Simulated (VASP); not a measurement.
# Na2H5 (Cmm2) in VASP: relaxation of cell and atoms with PBE

Aim: the relaxation of cell and atoms of Na2H5 with PBE.

Program: VASP 6.6.1. These are calculated values, not measurements. Logs are shortened: lines on timing, memory, paths and dates and some standing lists are left out, and cuts for length are marked.

## (1) The cell of the first run

The structure is orthorhombic, space group Cmm2 (No. 35). The conventional cell has a = 4.213 Å, b = 4.463 Å, c = 8.360 Å, α = 90.00°, β = 90.00°, γ = 90.00°. Within 3.1 Å of Na (site symmetry mm2) lie 6 H at 2.30 to 2.76 Å and 4 Na at 3.07 Å. Na (site symmetry mm2) has 10 H at 2.11 to 2.23 Å within 2.8 Å. Within 1.5 Å of H (site symmetry 2) lie 2 H at 1.09 Å. H (site symmetry m) has 2 H at 1.09 Å within 1.5 Å. Within 2.8 Å of H (site symmetry mm2) lie 6 H at 2.08 to 2.26 Å and 4 Na at 2.11 to 2.23 Å.

The cell was generated, and may not be a known phase.

## (2) Relaxation of cell and atoms, PBE

File INCAR:

```
PREC = Accurate
ENCUT = 1130
EDIFF = 1E-7
ISMEAR = 0
SIGMA = 0.1
LREAL = F
LASPH = T
NELM = 120
ALGO = Normal
ISIF = 3
LWAVE = F
LCHARG = F
GGA = PE
IBRION = 2
NSW = 90
EDIFFG = -0.04
GGA_COMPAT = F
NELMIN = 4
```

File KPOINTS:

```
regular mesh
0
Gamma
  6 6 2
```

File POSCAR:

```
Na2H5
1.0
    2.1066136200     -2.2313066600      0.0000000000
    2.1066136200      2.2313066600      0.0000000000
    0.0000000000      0.0000000000      8.3598625700
Na H
2 5
Direct
    0.0000000000      0.0000000000      0.7329275400
    0.5000000000      0.5000000000      0.2654094800
    0.0000000000      0.5000000000      0.4585194900
    0.5000000000      0.0000000000      0.4585194900
    0.2106064200      0.7893935800      0.4817884200
    0.7893935800      0.2106064200      0.4817884200
    0.0000000000      0.0000000000      0.2592156900
```

Potentials or basis: VASP PAW PBE potentials, release 64 (Na_sv, H).

Command:

```sh
$ cat potpaw_PBE.64/Na_sv/POTCAR potpaw_PBE.64/H/POTCAR > POTCAR
$ mpirun -np 1 vasp_std > vasp.out
```

OUTCAR:

```text
PREC = Accurate
   ENCUT = 1130
   EDIFF = 1E-7
   ISMEAR = 0
   LREAL = F
   LASPH = T
   NELM = 120
   ISIF = 3
   GGA = PE
   IBRION = 2
   NSW = 90
   EDIFFG = -0.04
   NELMIN = 4

 ion  position               nearest neighbor table
   1  0.000  0.000  0.733-
   2  0.500  0.500  0.265-
   3  0.000  0.500  0.459-
   4  0.500  0.000  0.459-
   5  0.211  0.789  0.482-
   6  0.789  0.211  0.482-
   7  0.000  0.000  0.259-

  LATTYP: Found a base centered orthorhombic cell.
 ALAT       =     4.2132272400
 B/A-ratio  =     1.0591912246
 C/A-ratio  =     1.9841945601

  Lattice vectors:

 A1 = (   2.1066136200,  -2.2313066600,   0.0000000000)
 A2 = (   2.1066136200,   2.2313066600,   0.0000000000)
 A3 = (   0.0000000000,   0.0000000000,   8.3598625700)

Analysis of symmetry for initial positions (statically):
=====================================================================
 Subroutine PRICEL returns:
 Original cell was already a primitive cell.

 Routine SETGRP: Setting up the symmetry group for a
 base centered orthorhombic supercell.

 Subroutine GETGRP returns: Found  4 space group operations
 (whereof  4 operations were pure point group operations)
 out of a pool of  8 trial point group operations.

The static configuration has the point symmetry C_2v.

Analysis of symmetry for dynamics (positions and initial velocities):
=====================================================================
 Subroutine PRICEL returns:
 Original cell was already a primitive cell.

 Routine SETGRP: Setting up the symmetry group for a
 base centered orthorhombic supercell.

 Subroutine GETGRP returns: Found  4 space group operations
 (whereof  4 operations were pure point group operations)
 out of a pool of  8 trial point group operations.

The dynamic configuration has the point symmetry C_2v.

 Subroutine INISYM returns: Found  4 space group operations
 (whereof  4 operations are pure point group operations),
 and found     1 'primitive' translations

----------------------------------------------------------------------------------------

                                     Primitive cell

  volume of cell :      78.5911

  direct lattice vectors                    reciprocal lattice vectors
     2.106613620 -2.231306660  0.000000000     0.237347749 -0.224083946  0.000000000
     2.106613620  2.231306660  0.000000000     0.237347749  0.224083946  0.000000000
     0.000000000  0.000000000  8.359862570     0.000000000  0.000000000  0.119619191

  length of vectors
     3.068639822  3.068639822  8.359862570     0.326416250  0.326416250  0.119619191

  position of ions in fractional coordinates (direct lattice)
     0.000000000  0.000000000  0.732927540
     0.500000000  0.500000000  0.265409480
     1.000000000  0.500000000  0.458519490
     0.500000000  1.000000000  0.458519490
     0.210606420  0.789393580  0.481788420
     0.789393580  0.210606420  0.481788420
     0.000000000  0.000000000  0.259215690

  ion indices of the primitive-cell ions
   primitive index   ion index
                 1           1
                 2           2
                 3           3
                 4           4
                 5           5
                 6           6
                 7           7

----------------------------------------------------------------------------------------

 KPOINTS: regular mesh

Automatic generation of k-mesh.
 Grid dimensions read from file:
 generate k-points for:    6    6    2

 Generating k-lattice:

  Cartesian coordinates                     Fractional coordinates (reciprocal lattice)
     0.039557958 -0.037347324  0.000000000     0.166666667 -0.000000000  0.000000000
     0.039557958  0.037347324  0.000000000    -0.000000000  0.166666667  0.000000000
     0.000000000  0.000000000  0.059809596     0.000000000  0.000000000  0.500000000

  Length of vectors
     0.054402708  0.054402708  0.059809596

  Shift w.r.t. Gamma in fractional coordinates (k-lattice)
     0.000000000  0.000000000  0.000000000

 Subroutine IBZKPT returns following result:
 ===========================================

 Found     26 irreducible k-points:

 Following reciprocal coordinates:
            Coordinates               Weight
  0.000000  0.000000  0.000000      1.000000
  0.166667  0.000000  0.000000      4.000000
  0.333333  0.000000  0.000000      4.000000
  0.500000  0.000000  0.000000      2.000000
  0.166667  0.166667  0.000000      2.000000
  0.333333  0.166667  0.000000      4.000000
[... 16 lines left out ...]
  0.333333  0.333333  0.500000      2.000000
  0.500000  0.333333  0.500000      4.000000
 [... further k-points ...]
   k-points           NKPTS =     26   k-points in BZ     NKDIM =     26   number of bands    NBANDS=     15
   number of dos      NEDOS =    301   number of ions     NIONS =      7
   total plane-waves  NPLWV = 124416
   dimension x,y,z NGX =    36 NGY =   36 NGZ =   96
   dimension x,y,z NGXF=    72 NGYF=   72 NGZF=  192
   ions per type =               2   5
   NGX,Y,Z   is equivalent  to a cutoff of  19.50, 19.50, 19.09 a.u.
   NGXF,Y,Z  is equivalent  to a cutoff of  39.01, 39.01, 38.18 a.u.
 SYSTEM =  unknown system
   PREC   = accura    normal or accurate (medium, high low for compatibility)
   ISTART =      0    job   : 0-new  1-cont  2-samecut
   ICHARG =      2    charge: 1-file 2-atom 10-const
   ISPIN  =      1    spin polarized calculation?
   LNONCOLLINEAR =      F non collinear calculations
   LSORBIT =      F    spin-orbit coupling
   LASPH  =      T    aspherical Exc in radial PAW
   ENCUT  = 1130.0 eV  83.05 Ry    9.11 a.u.   8.41  8.41 22.91*2*pi/ulx,y,z
   NELM   =    120;   NELMIN=  4; NELMDL= -5     # of ELM steps
   EDIFF  = 0.1E-06   stopping-criterion for ELM
   LREAL  =      F    real-space projection
   EDIFFG = -.4E-01   stopping-criterion for IOM
   NSW    =     90    number of steps for IOM
   IBRION =      2    ionic relax: 0-MD 1-quasi-New 2-CG
   NFREE  =      1    steps in history (QN), initial steepest desc. (CG)
   ISIF   =      3    stress and relaxation
   ISYM   =      2    0-nonsym 1-usesym 2-fastsym
   POTIM  = 0.5000    time-step for ionic-motion
   TEBEG  =    0.0;   TEEND  =   0.0 temperature during run
   PSTRESS=    0.0 pullay stress
   NELECT =      23.0000    total number of electrons
   NUPDOWN=      -1.0000    fix difference up-down
   EMIN   =  10.00;   EMAX   =-10.00  energy-range for DOS
   EFERMI =   0.00;   METHOD = LEGACY
   ISMEAR =     0;   SIGMA  =   0.10  broadening in eV -4-tet -1-fermi 0-gaus
   EFERMI_NEDOS =   21; number of points for ismear=-14 and -15
   IALGO  =     38    algorithm
   IMIX   =      4    mixing-type and parameters
     AMIX     =   0.40;   BMIX     =  1.00
     AMIX_MAG =   1.60;   BMIX_MAG =  1.00
  volume/ion in A,a.u.               =      11.23        75.77
  Fermi-wavevector in a.u.,A,eV,Ry     =   1.086909  2.053959 16.073518  1.181370
  Thomas-Fermi vector in A             =   2.223056
   LORBIT       =      0    0 simple, 1 ext, 2 COOP (PROOUT), +10 PAW based schemes
   GGA     = PE    functional components
   LHFCALC =     F    Hartree Fock is set to
   AEXX    =    0.0000 exact exchange contribution
   IVDW    =     0    specifies the selected vdW correction
   LEPSILON=     F    determine dielectric tensor
   LRPA    =     F    only Hartree local field effects (RPA)
 conjugate gradient relaxation of ions
 non-spin polarized calculation
 Gauss-broadening in eV      SIGMA  =   0.10
  energy-cutoff  :     1130.00
  volume of cell :       78.59
 maximum number of plane-waves:      6828
 NGX is ok and might be reduce to    36
   NGX = 17   NGY = 17   NGZ = 45

--------------------------------------- Ionic step        1  -------------------------------------------

 number of electron      22.9999994 magnetization

 Free energy of the ion-electron system (eV)
  ---------------------------------------------------
  ext. energy  EPLUGINS =         0.00000000
  ---------------------------------------------------
  free energy    TOTEN  =       -17.03526425 eV

  energy without entropy =      -17.02322173  energy(sigma->0) =      -17.02924299

------------------------ aborting loop because EDIFF is reached ----------------------------------------

  FORCE on cell =-STRESS in cart. coord.  units (eV):
  Direction    XX          YY          ZZ          XY          YZ          ZX
  --------------------------------------------------------------------------------------
  -------------------------------------------------------------------------------------
  Total        1.1855793      3.0721549      2.1417337      0.0000000      0.0000000      0.0000000
  in kB       24.1695139     62.6297114     43.6619131      0.0000000      0.0000000      0.0000000
  external PRESSURE =      43.4870461 kB  Pullay stress =       0.0000000 kB
[... 104 lines left out ...]
  FREE ENERGIE OF THE ION-ELECTRON SYSTEM (eV)
  ---------------------------------------------------
  free  energy   TOTEN  =       -17.6860010564 eV

  energy  without entropy=      -17.6774747412  energy(sigma->0) =      -17.68173790

 E-fermi :  -0.0391     XC(G=0):  -6.6235

 val. band max:       -0.0527075197   @ k =   0.3333   0.0000   0.0000
 cond. band min:       0.0904633172   @ k =  -0.3333   0.1667   0.5000
 fundamental gap:      0.1431708369
 Fermi energy:        -0.0390964330

 k-point     1 :       0.0000    0.0000    0.0000
  band No.  band energies     occupation
      1     -53.5523      2.00000
      2     -51.6735      2.00000
      3     -25.4609      2.00000
      4     -25.4603      2.00000
      5     -25.4571      2.00000
      6     -23.6557      2.00000
      7     -23.5814      2.00000
      8     -23.5066      2.00000
      9     -10.7369      2.00000
     10      -3.0864      2.00000
     11      -1.5420      2.00000
     12      -0.9889      2.00000
     13      -0.9834      2.00000
     14       2.9703      0.00000
     15       4.1900      0.00000
[... 397 lines left out ...]
 k-point    24 :       0.5000    0.3333    0.5000
  band No.  band energies     occupation
      1     -53.5493      2.00000
      2     -51.6705      2.00000
      3     -25.4993      2.00000
      4     -25.4803      2.00000
      5     -25.4521      2.00000
      6     -23.6484      2.00000
      7     -23.6219      2.00000
      8     -23.5289      2.00000
      9      -9.3542      2.00000
     10      -4.7475      2.00000
     11      -1.2056      2.00000
     12       0.8543      0.00000
     13       1.5907      0.00000
     14       2.8796      0.00000
     15       4.2169      0.00000

 [... further k-points ...]

[... ionic steps 4 to 38 ...]

--------------------------------------- Ionic step       39  -------------------------------------------

 number of electron      22.9999995 magnetization

------------------------ aborting loop because EDIFF is reached ----------------------------------------

  FORCE on cell =-STRESS in cart. coord.  units (eV):
  Direction    XX          YY          ZZ          XY          YZ          ZX
  --------------------------------------------------------------------------------------
  -------------------------------------------------------------------------------------
  Total       -0.1053857      0.0392123      0.0699218      0.0000000      0.0000000      0.0000000
  in kB       -1.9551046      0.7274618      1.2971808      0.0000000      0.0000000      0.0000000
  external PRESSURE =       0.0231794 kB  Pullay stress =       0.0000000 kB
[... 67 lines left out ...]
  energy  without entropy=      -18.1743017367  energy(sigma->0) =      -18.17700711

--------------------------------------- Ionic step       41  -------------------------------------------

 number of electron      22.9999994 magnetization

 Free energy of the ion-electron system (eV)
  ---------------------------------------------------
  ext. energy  EPLUGINS =         0.00000000
  ---------------------------------------------------
  free energy    TOTEN  =       -18.18105282 eV

  energy without entropy =      -18.17561461  energy(sigma->0) =      -18.17833371

 E-fermi :   0.9058     XC(G=0):  -7.1579

 val. band max:        0.8608039682   @ k =   0.1667   0.1667   0.5000
 cond. band min:       1.1644738480   @ k =   0.3333   0.0000   0.5000
 fundamental gap:      0.3036698798
 Fermi energy:         0.9057675191

 k-point     1 :       0.0000    0.0000    0.0000
  band No.  band energies     occupation
      1     -52.3662      2.00000
      2     -51.8628      2.00000
      3     -24.2842      2.00000
      4     -24.2815      2.00000
      5     -24.2536      2.00000
      6     -23.8153      2.00000
      7     -23.7703      2.00000
      8     -23.7174      2.00000
      9      -9.7796      2.00000
     10      -3.5681      2.00000
     11      -0.5846      2.00000
     12       0.0395      2.00000
     13       0.0513      2.00000
     14       4.7272      0.00000
     15       5.1846      0.00000
[... 397 lines left out ...]
 k-point    24 :       0.5000    0.3333    0.5000
  band No.  band energies     occupation
      1     -52.3624      2.00000
      2     -51.8590      2.00000
      3     -24.3292      2.00000
      4     -24.3080      2.00000
      5     -24.2449      2.00000
      6     -23.8165      2.00000
      7     -23.8057      2.00000
      8     -23.7433      2.00000
      9      -8.2268      2.00000
     10      -3.8577      2.00000
     11      -1.5259      2.00000
     12       1.7316      0.00000
     13       2.3198      0.00000
     14       3.5258      0.00000
     15       4.4018      0.00000

 [... further k-points ...]

------------------------ aborting loop because EDIFF is reached ----------------------------------------

  FORCE on cell =-STRESS in cart. coord.  units (eV):
  Direction    XX          YY          ZZ          XY          YZ          ZX
  --------------------------------------------------------------------------------------
  -------------------------------------------------------------------------------------
  Total       -0.0110391      0.0280557      0.1661064      0.0000000      0.0000000      0.0000000
  in kB       -0.2041742      0.5189039      3.0722185      0.0000000      0.0000000      0.0000000
  external PRESSURE =       1.1289827 kB  Pullay stress =       0.0000000 kB
[... 22 lines left out ...]
  FREE ENERGIE OF THE ION-ELECTRON SYSTEM (eV)
  ---------------------------------------------------
  free  energy   TOTEN  =       -18.1810528192 eV

  energy  without entropy=      -18.1756146088  energy(sigma->0) =      -18.17833371

 reached required accuracy - stopping structural energy minimisation
```

It took 25 min on 1 thread of Intel Xeon 6975P-C (Granite Rapids), shared host; peak memory 0.39 GiB.

Results:

* Free energy: -18.1811 eV
* Relaxed volume: 12.38 Å³/atom
* Relaxed cell: a = 3.419 Å, b = 3.419 Å, c = 7.650 Å, α = 90.00°, β = 90.00°, γ = 104.31°
* Space group after relaxing (to 0.1 Å): Cmm2 (No. 35)
* Energy gained by relaxing: 163.7 meV/atom
* Ionic steps: 41
* Pressure after relaxing: 0.1 GPa
* Largest force after relaxing: 0.014 eV/Å
* Band gap on the k mesh: zero (an odd number of electrons rules out a gap without spin polarisation)

Forces on the atoms (eV/Å):
```
Na   0.000  0.000 -0.002
Na   0.000  0.000  0.014
H    0.000  0.000 -0.009
H    0.000  0.000 -0.009
H    0.000 -0.002  0.009
H    0.000  0.002  0.009
H    0.000  0.000 -0.013
```

Step by step:
| step | energy change (eV) | largest force (eV/Å) | pressure (GPa) | volume (Å³) |
| --- | --- | --- | --- | --- |
| 1 | 0.0000 | 1.0786 | 4.35 | 78.59 |
| 3 | -0.6507 | 0.4195 | -0.39 | 93.23 |
| 5 | -0.7338 | 0.3663 | -0.07 | 94.08 |
| 7 | -0.8450 | 0.2250 | 0.35 | 96.95 |
| 9 | -0.9008 | 0.2091 | -0.79 | 102.48 |
| 11 | -0.9342 | 0.1250 | 0.18 | 99.58 |
| 13 | -0.9504 | 0.1296 | -0.10 | 98.81 |
| 15 | -0.9641 | 0.1756 | -0.41 | 96.27 |
| 17 | -0.9962 | 0.1603 | -0.05 | 90.75 |
| 19 | -0.9994 | 0.1844 | 0.13 | 88.69 |
| 21 | -1.0441 | 0.2059 | 0.15 | 86.26 |
| 23 | -1.0560 | 0.2123 | 0.20 | 84.74 |
| 25 | -1.0926 | 0.1852 | 0.05 | 83.74 |
| 27 | -1.1097 | 0.1464 | 0.52 | 83.65 |
| 29 | -1.1192 | 0.0806 | -0.19 | 85.93 |
| 31 | -1.1249 | 0.0612 | 0.05 | 86.41 |
| 33 | -1.1315 | 0.0775 | -0.29 | 87.47 |
| 35 | -1.1392 | 0.0720 | 0.00 | 86.61 |
| 37 | -1.1407 | 0.0711 | 0.20 | 86.10 |
| 39 | -1.1430 | 0.0590 | 0.00 | 86.36 |
| 41 | -1.1458 | 0.0140 | 0.11 | 86.63 |

Final structure:
```
CELL_PARAMETERS angstrom
2.09743 -2.69954 0.00000
2.09743 2.69954 0.00000
0.00000 0.00000 7.64959
ATOMIC_POSITIONS crystal
Na 0.00000 0.00000 0.82648
Na 0.50000 0.50000 0.21893
H 0.00000 0.50000 0.48999
H 0.50000 0.00000 0.48999
H 0.24878 0.75122 0.48993
H 0.75122 0.24878 0.48993
H 0.00000 0.00000 0.13291
```

Levels at points of the mesh, in eV from the Fermi level:
```tsv
k point	band 10	band 11	band 12	band 13	band 14	band 15
(0.00, 0.00, 0.00)	-4.47	-1.49	-0.87	-0.85	3.82	4.28
(0.50, 0.00, 0.00)	-7.94	-2.90	0.78	2.15	2.55	6.11
(0.50, 0.50, 0.00)	-2.47	-2.27	-2.01	2.05	2.19	3.35
(0.00, 0.00, 0.50)	-4.61	-0.87	-0.85	-0.82	1.75	6.30
(0.50, 0.00, 0.50)	-7.94	-2.94	0.51	2.65	3.65	4.75
(0.50, 0.50, 0.50)	-2.45	-2.27	-2.02	1.83	1.87	4.05
```

Caveat: the k points lie up to 0.41 Å⁻¹ apart in the final cell, too coarse for converged energies and pressures of a metal; an odd number of electrons without spin polarisation forces a metal; a magnetic or distorted state may lie lower.

The gap in the log of VASP goes by the Fermi energy; the results here count the filled bands.